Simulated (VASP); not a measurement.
# TePb (Pm-3m) in VASP: notebook

The runs below take TePb through single point, with PBEsol.

Everything below comes from runs of VASP 6.6.1. Logs are shortened: lines on timing, memory, paths and dates and some standing lists are left out, and cuts for length are marked.

## 1. The cell of the first run

The structure is cubic, space group Pm-3m (No. 221). The conventional cell has a = 3.067 Å, b = 3.067 Å, c = 3.067 Å, α = 90.00°, β = 90.00°, γ = 90.00°. Te (site symmetry m-3m) has 8 Pb at 2.66 Å and 6 Te at 3.07 Å within 3.5 Å. Within 3.5 Å of Pb (site symmetry m-3m) lie 8 Te at 2.66 Å and 6 Pb at 3.07 Å.

## 2. Single point, PBEsol

The input, INCAR:

```
PREC     = Accurate       # precision mode
ENCUT    = 500            # plane-wave cutoff, eV
EDIFF    = 1E-6           # SCF threshold, eV
ISMEAR   = -1             # smearing method
SIGMA    = 0.05           # smearing width, eV
LREAL    = F              # projectors in reciprocal space
LASPH    = T              # aspherical terms in the spheres
NELM     = 120            # most SCF steps
ALGO     = Normal         # electronic algorithm
ISIF     = 2              # what is computed and relaxed
LWAVE    = F              # write WAVECAR
LCHARG   = F              # write CHGCAR
GGA      = PS             # functional
NBANDS   = 17             # bands
GGA_COMPAT= F
```

The input, KPOINTS:

```
regular mesh
0
Gamma
  9 9 9
```

The input, POSCAR:

```
TePb
1.0
    3.0669902792      0.0000000000      0.0000000000
    0.0000000000      3.0669902792      0.0000000000
    0.0000000000      0.0000000000      3.0669902792
Te Pb
1 1
Direct
    0.5000000000      0.5000000000      0.5000000000
    0.0000000000      0.0000000000      0.0000000000
```

Potentials or basis: VASP PAW PBE potentials, release 64 (Te, Pb_d).

Command:

```sh
$ cat potpaw_PBE.64/Te/POTCAR potpaw_PBE.64/Pb_d/POTCAR > POTCAR
$ mpirun -np 1 vasp_std > vasp.out
```

OUTCAR:

```text
PREC = Accurate
   ENCUT = 500
   EDIFF = 1E-6
   ISMEAR = -1
   LREAL = F
   LASPH = T
   NELM = 120
   ISIF = 2
   GGA = PS

 ion  position               nearest neighbor table
   1  0.500  0.500  0.500-   2 2.66   2 2.66   2 2.66   2 2.66   2 2.66   2 2.66   2 2.66   2 2.66

   2  0.000  0.000  0.000-   1 2.66   1 2.66   1 2.66   1 2.66   1 2.66   1 2.66   1 2.66   1 2.66

  LATTYP: Found a simple cubic cell.
 ALAT       =     3.0669902792

  Lattice vectors:

 A1 = (   3.0669902792,   0.0000000000,   0.0000000000)
 A2 = (   0.0000000000,   3.0669902792,   0.0000000000)
 A3 = (   0.0000000000,   0.0000000000,   3.0669902792)

Analysis of symmetry for initial positions (statically):
=====================================================================
 Subroutine PRICEL returns:
 Original cell was already a primitive cell.

 Routine SETGRP: Setting up the symmetry group for a
 simple cubic supercell.

 Subroutine GETGRP returns: Found 48 space group operations
 (whereof 48 operations were pure point group operations)
 out of a pool of 48 trial point group operations.

The static configuration has the point symmetry O_h .

Analysis of symmetry for dynamics (positions and initial velocities):
=====================================================================
 Subroutine PRICEL returns:
 Original cell was already a primitive cell.

 Routine SETGRP: Setting up the symmetry group for a
 simple cubic supercell.

 Subroutine GETGRP returns: Found 48 space group operations
 (whereof 48 operations were pure point group operations)
 out of a pool of 48 trial point group operations.

The dynamic configuration has the point symmetry O_h .

 Subroutine INISYM returns: Found 48 space group operations
 (whereof 48 operations are pure point group operations),
 and found     1 'primitive' translations

----------------------------------------------------------------------------------------

                                     Primitive cell

  volume of cell :      28.8494

  direct lattice vectors                    reciprocal lattice vectors
     3.066990279  0.000000000  0.000000000     0.326052550  0.000000000  0.000000000
     0.000000000  3.066990279  0.000000000     0.000000000  0.326052550  0.000000000
     0.000000000  0.000000000  3.066990279     0.000000000  0.000000000  0.326052550

  length of vectors
     3.066990279  3.066990279  3.066990279     0.326052550  0.326052550  0.326052550

  position of ions in fractional coordinates (direct lattice)
     0.500000000  0.500000000  0.500000000
     0.000000000  0.000000000  0.000000000

  ion indices of the primitive-cell ions
   primitive index   ion index
                 1           1
                 2           2

----------------------------------------------------------------------------------------

 KPOINTS: regular mesh

Automatic generation of k-mesh.
 Grid dimensions read from file:
 generate k-points for:    9    9    9

 Generating k-lattice:

  Cartesian coordinates                     Fractional coordinates (reciprocal lattice)
     0.036228061  0.000000000  0.000000000     0.111111111  0.000000000  0.000000000
     0.000000000  0.036228061  0.000000000     0.000000000  0.111111111  0.000000000
     0.000000000  0.000000000  0.036228061     0.000000000  0.000000000  0.111111111

  Length of vectors
     0.036228061  0.036228061  0.036228061

  Shift w.r.t. Gamma in fractional coordinates (k-lattice)
     0.000000000  0.000000000  0.000000000

 Subroutine IBZKPT returns following result:
 ===========================================

 Found     35 irreducible k-points:

 Following reciprocal coordinates:
            Coordinates               Weight
  0.000000  0.000000  0.000000      1.000000
  0.111111  0.000000  0.000000      6.000000
  0.222222  0.000000  0.000000      6.000000
  0.333333  0.000000  0.000000      6.000000
  0.444444  0.000000  0.000000      6.000000
  0.111111  0.111111  0.000000     12.000000
[... 16 lines left out ...]
  0.333333  0.333333  0.111111     24.000000
  0.444444  0.333333  0.111111     48.000000
 [... further k-points ...]
   k-points           NKPTS =     35   k-points in BZ     NKDIM =     35   number of bands    NBANDS=     17
   number of dos      NEDOS =    301   number of ions     NIONS =      2
   total plane-waves  NPLWV =  13824
   dimension x,y,z NGX =    24 NGY =   24 NGZ =   24
   dimension x,y,z NGXF=    48 NGYF=   48 NGZF=   48
   ions per type =               1   1
   NGX,Y,Z   is equivalent  to a cutoff of  13.01, 13.01, 13.01 a.u.
   NGXF,Y,Z  is equivalent  to a cutoff of  26.02, 26.02, 26.02 a.u.
 SYSTEM =  unknown system
   PREC   = accura    normal or accurate (medium, high low for compatibility)
   ISTART =      0    job   : 0-new  1-cont  2-samecut
   ICHARG =      2    charge: 1-file 2-atom 10-const
   ISPIN  =      1    spin polarized calculation?
   LNONCOLLINEAR =      F non collinear calculations
   LSORBIT =      F    spin-orbit coupling
   LASPH  =      T    aspherical Exc in radial PAW
   ENCUT  =  500.0 eV  36.75 Ry    6.06 a.u.   5.59  5.59  5.59*2*pi/ulx,y,z
   NELM   =    120;   NELMIN=  2; NELMDL= -5     # of ELM steps
   EDIFF  = 0.1E-05   stopping-criterion for ELM
   LREAL  =      F    real-space projection
   EDIFFG = 0.1E-04   stopping-criterion for IOM
   NSW    =      0    number of steps for IOM
   IBRION =     -1    ionic relax: 0-MD 1-quasi-New 2-CG
   NFREE  =      0    steps in history (QN), initial steepest desc. (CG)
   ISIF   =      2    stress and relaxation
   ISYM   =      2    0-nonsym 1-usesym 2-fastsym
   POTIM  = 0.5000    time-step for ionic-motion
   TEBEG  =    0.0;   TEEND  =   0.0 temperature during run
   PSTRESS=    0.0 pullay stress
   NELECT =      20.0000    total number of electrons
   NUPDOWN=      -1.0000    fix difference up-down
   EMIN   =  10.00;   EMAX   =-10.00  energy-range for DOS
   EFERMI =   0.00;   METHOD = LEGACY
   ISMEAR =    -1;   SIGMA  =   0.05  broadening in eV -4-tet -1-fermi 0-gaus
   EFERMI_NEDOS =   21; number of points for ismear=-14 and -15
   IALGO  =     38    algorithm
   IMIX   =      4    mixing-type and parameters
     AMIX     =   0.40;   BMIX     =  1.00
     AMIX_MAG =   1.60;   BMIX_MAG =  1.00
  volume/ion in A,a.u.               =      14.42        97.34
  Fermi-wavevector in a.u.,A,eV,Ry     =   1.448902  2.738028 28.562953  2.099318
  Thomas-Fermi vector in A             =   2.566690
   LORBIT       =      0    0 simple, 1 ext, 2 COOP (PROOUT), +10 PAW based schemes
   GGA     = PS    functional components
   LHFCALC =     F    Hartree Fock is set to
   AEXX    =    0.0000 exact exchange contribution
   IVDW    =     0    specifies the selected vdW correction
   LEPSILON=     F    determine dielectric tensor
   LRPA    =     F    only Hartree local field effects (RPA)
 non-spin polarized calculation
  energy-cutoff  :      500.00
  volume of cell :       28.85
 maximum number of plane-waves:       748
 NGX is ok and might be reduce to    24

 number of electron      20.0000004 magnetization

 Free energy of the ion-electron system (eV)
  ---------------------------------------------------
  ext. energy  EPLUGINS =         0.00000000
  ---------------------------------------------------
  free energy    TOTEN  =         1.43863511 eV

  energy without entropy =        1.44750566  energy(sigma->0) =        1.44307038

 E-fermi :  20.1442     XC(G=0): -13.9233

 val. band max:       20.1204929619   @ k =   0.4444   0.4444   0.2222
 cond. band min:      20.1647572409   @ k =   0.4444   0.1111   0.0000
 fundamental gap:      0.0442642790
 Fermi energy:        20.1441636526

 k-point     1 :       0.0000    0.0000    0.0000
  band No.  band energies     occupation
      1      -0.9444      2.00000
      2       0.6552      2.00000
      3       0.6552      2.00000
      4       1.6341      2.00000
      5       1.6341      2.00000
      6       1.6341      2.00000
[... 9 lines left out ...]
     16      33.0442      0.00000
     17      33.0442      0.00000

 k-point     2 :       0.1111    0.0000    0.0000
  band No.  band energies     occupation
      1      -0.7188      2.00000
      2       0.6634      2.00000
      3       0.7331      2.00000
      4       1.5739      2.00000
      5       1.5739      2.00000
      6       1.6341      2.00000
[... 9 lines left out ...]
     16      31.2608      0.00000
     17      32.0068      0.00000

 k-point     3 :       0.2222    0.0000    0.0000
  band No.  band energies     occupation
      1      -0.0881      2.00000
      2       0.6843      2.00000
      3       0.9774      2.00000
      4       1.4262      2.00000
      5       1.4262      2.00000
      6       1.6341      2.00000
[... 9 lines left out ...]
     16      28.8659      0.00000
     17      32.4778      0.00000

 k-point     4 :       0.3333    0.0000    0.0000
  band No.  band energies     occupation
      1       0.6284      2.00000
      2       0.7082      2.00000
      3       1.2660      2.00000
      4       1.2660      2.00000
      5       1.5958      2.00000
      6       1.6342      2.00000
[... 9 lines left out ...]
     16      31.1012      0.00000
     17      33.9462      0.00000

 k-point     5 :       0.4444    0.0000    0.0000
  band No.  band energies     occupation
      1       0.7239      2.00000
      2       0.9252      2.00000
      3       1.1654      2.00000
      4       1.1654      2.00000
      5       1.6342      2.00000
      6       2.8182      2.00000
[... 9 lines left out ...]
     16      33.9620      0.00000
     17      35.3115      0.00000

 k-point     6 :       0.1111    0.1111    0.0000
  band No.  band energies     occupation
      1      -0.5019      2.00000
      2       0.7072      2.00000
      3       0.7758      2.00000
      4       1.5228      2.00000
      5       1.5556      2.00000
      6       1.5981      2.00000
[... 9 lines left out ...]
     16      30.5225      0.00000
     17      31.3735      0.00000

 k-point     7 :       0.2222    0.1111    0.0000
  band No.  band energies     occupation
      1       0.0783      2.00000
      2       0.7436      2.00000
      3       0.9863      2.00000
      4       1.4296      2.00000
      5       1.4474      2.00000
      6       1.5907      2.00000
[... 9 lines left out ...]
     16      31.1245      0.00000
     17      31.2347      0.00000

 k-point     8 :       0.3333    0.1111    0.0000
  band No.  band energies     occupation
      1       0.6484      2.00000
      2       0.7773      2.00000
      3       1.0983      2.00000
      4       1.2805      2.00000
      5       1.5948      2.00000
      6       1.9443      2.00000
[... 9 lines left out ...]
     16      31.0513      0.00000
     17      32.0959      0.00000
[... 203 lines left out ...]
      1       0.7950      2.00000
      2       0.8587      2.00000
      3       1.0953      2.00000
      4       1.1393      2.00000
      5       1.5597      2.00000
      6       3.5914      2.00000
[... 9 lines left out ...]
     16      31.5279      0.00000
     17      33.7543      0.00000

 k-point    20 :       0.2222    0.2222    0.1111
  band No.  band energies     occupation
      1       0.4477      2.00000
      2       0.9026      2.00000
      3       1.1240      2.00000
      4       1.3276      2.00000
      5       1.4398      2.00000
      6       1.9297      2.00000
[... 9 lines left out ...]
     16      31.4934      0.00000
     17      33.1548      0.00000

 k-point    21 :       0.3333    0.2222    0.1111
  band No.  band energies     occupation
      1       0.5045      2.00000
      2       0.9391      2.00000
      3       1.2081      2.00000
      4       1.2868      2.00000
      5       1.4613      2.00000
      6       2.9252      2.00000
[... 9 lines left out ...]
     16      31.6005      0.00000
     17      32.8905      0.00000

 k-point    22 :       0.4444    0.2222    0.1111
  band No.  band energies     occupation
      1       0.4784      2.00000
      2       0.9788      2.00000
      3       1.1100      2.00000
      4       1.3483      2.00000
      5       1.5198      2.00000
      6       4.4559      2.00000
[... 9 lines left out ...]
     16      31.6903      0.00000
     17      32.2287      0.00000

 k-point    23 :       0.3333    0.3333    0.1111
  band No.  band energies     occupation
      1       0.2992      2.00000
      2       1.0108      2.00000
      3       1.2352      2.00000
      4       1.2972      2.00000
      5       1.6370      2.00000
      6       4.0785      2.00000
[... 9 lines left out ...]
     16      31.5271      0.00000
     17      32.0502      0.00000

 k-point    24 :       0.4444    0.3333    0.1111
  band No.  band energies     occupation
      1       0.1751      2.00000
      2       1.0657      2.00000
      3       1.1775      2.00000
      4       1.3033      2.00000
      5       1.8052      2.00000
      6       5.6961      2.00000
[... 9 lines left out ...]
     16      32.2554      0.00000
     17      33.3313      0.00000

 [... further k-points ...]
[... 5 lines left out ...]
  --------------------------------------------------------------------------------------
  -------------------------------------------------------------------------------------
  Total       35.3250527     35.3250527     35.3250527      0.0000000      0.0000000      0.0000000
  in kB     1961.8066495   1961.8066495   1961.8066495      0.0000000      0.0000000      0.0000000
  external PRESSURE =    1961.8066495 kB  Pullay stress =       0.0000000 kB

 VOLUME and BASIS-vectors are now :
 -----------------------------------------------------------------------------
  energy-cutoff  :      500.00
  volume of cell :       28.85
      direct lattice vectors                 reciprocal lattice vectors
     3.066990279  0.000000000  0.000000000     0.326052550  0.000000000  0.000000000
     0.000000000  3.066990279  0.000000000     0.000000000  0.326052550  0.000000000
     0.000000000  0.000000000  3.066990279     0.000000000  0.000000000  0.326052550

 POSITION                                       TOTAL-FORCE (eV/Angst)
 -----------------------------------------------------------------------------------
      1.53350      1.53350      1.53350         0.000000      0.000000      0.000000
      0.00000      0.00000      0.00000         0.000000      0.000000      0.000000
 -----------------------------------------------------------------------------------
    total drift:                                0.000000      0.000000      0.000000

  FREE ENERGIE OF THE ION-ELECTRON SYSTEM (eV)
  ---------------------------------------------------
  free  energy   TOTEN  =         1.4386351093 eV

  energy  without entropy=        1.4475056592  energy(sigma->0) =        1.44307038
```

Wall time 8.7 s (1 thread of AMD EPYC 9R45 (Zen 5), shared host); peak memory 0.12 GiB.

What came out:

| Property | Result |
| --- | --- |
| Free energy | 1.4386 eV |
| Pressure | 196.2 GPa |
| Band gap on the k mesh | zero (band 10 reaches 22.57 eV, above the bottom of band 11 at 16.16 eV) |

Caveat: the PAW data sets were made with another functional, which shifts forces and pressure a little; spin-orbit coupling is left out, which moves the levels of the heavy elements.

## 3. Single point, PBEsol

The input, INCAR:

```
SYSTEM = TePb
PREC     = Accurate       ! precision mode
ENCUT    = 500            ! plane-wave cutoff, eV
EDIFF    = 1E-6           ! SCF threshold, eV
ISMEAR   = -1             ! smearing method
SIGMA    = 0.05           ! smearing width, eV
LREAL    = .FALSE.        ! projectors in reciprocal space
LASPH    = .TRUE.         ! aspherical terms in the spheres
NELM     = 120            ! most SCF steps
ALGO     = Normal         ! electronic algorithm
ISIF     = 2              ! what is computed and relaxed
LWAVE    = .FALSE.        ! write WAVECAR
LCHARG   = .FALSE.        ! write CHGCAR
GGA      = PS             ! functional
NBANDS   = 17             ! bands
GGA_COMPAT= .FALSE.
```

The input, KPOINTS:

```
Automatic mesh
0
G
  9 9 9
  0 0 0
```

POSCAR is that of step 2.

Potentials or basis: VASP PAW PBE potentials, release 64 (Te, Pb_d).

Command:

```sh
$ cat potpaw_PBE.64/Te/POTCAR potpaw_PBE.64/Pb_d/POTCAR > POTCAR
$ mpirun -np 1 vasp_std > vasp.out
```

Run time: 9.1 s. Hardware: 1 thread of AMD EPYC 9R45 (Zen 5), shared host; peak memory 0.11 GiB.

The run converged. Its results:

```
Free energy            : 1.4386 eV
Pressure               : 196.2 GPa
Band gap on the k mesh : zero (band 10 reaches 22.57 eV, above the bottom of band 11 at 16.16 eV)
```

Levels at points of the mesh, in eV from the Fermi level:
```csv
k point,band 8,band 9,band 10,band 11,band 12,band 13
"(0.00, 0.00, 0.00)",-4.54,-4.54,-2.76,2.65,2.65,10.37
```

Caveat: the PAW data sets were made with another functional, which shifts forces and pressure a little; spin-orbit coupling is left out, which moves the levels of the heavy elements.

## 4. Single point, PBEsol

This run uses another cell than the first one, of 19.23 Å³/atom, 1.333 times its volume.

The input, INCAR:

```
SYSTEM = TePb
ALGO = Normal ; EDIFF = 1E-6
ENCUT = 500 ; GGA = PS
GGA_COMPAT = .False. ; ISIF = 2
ISMEAR = -1 ; LASPH = .True.
LCHARG = .False. ; LREAL = .False.
LWAVE = .False. ; NBANDS = 17
NELM = 120 ; PREC = Accurate
SIGMA = 0.05
```

The input, KPOINTS:

```
k-points
0
Gamma
  9 9 9
  0 0 0
```

The input, POSCAR:

```
TePb
1.0
    3.3756595917      0.0000000000      0.0000000000
    0.0000000000      3.3756595917      0.0000000000
    0.0000000000      0.0000000000      3.3756595917
Te Pb
1 1
Direct
    0.5000000000      0.5000000000      0.5000000000
    0.0000000000      0.0000000000      0.0000000000
```

Command:

```sh
$ cat potpaw_PBE.64/Te/POTCAR potpaw_PBE.64/Pb_d/POTCAR > POTCAR
$ mpirun -np 1 vasp_std > vasp.out
```

Wall time 13 s (1 thread of AMD EPYC 9R45 (Zen 5), shared host); peak memory 0.14 GiB.

It converged, with:

```yaml
Free_energy: -5.3323 eV
Pressure: 58.2 GPa
Band_gap_on_the_k_mesh: zero (band 10 reaches 14.84 eV, above the bottom of band 11 at 11.19 eV)
```

Levels at points of the mesh, in eV from the Fermi level:
| k point | band 6 | band 7 | band 8 | band 9 | band 10 | band 11 | band 12 | band 13 | band 14 | band 15 |
| --- | --- | --- | --- | --- | --- | --- | --- | --- | --- | --- |
| (0.00, 0.00, 0.00) | -16.90 | -4.68 | -3.14 | -3.14 | -3.14 | 3.11 | 3.11 | 9.50 | 9.50 | 9.50 |

Caveat: the PAW data sets were made with another functional, which shifts forces and pressure a little; spin-orbit coupling is left out, which moves the levels of the heavy elements.
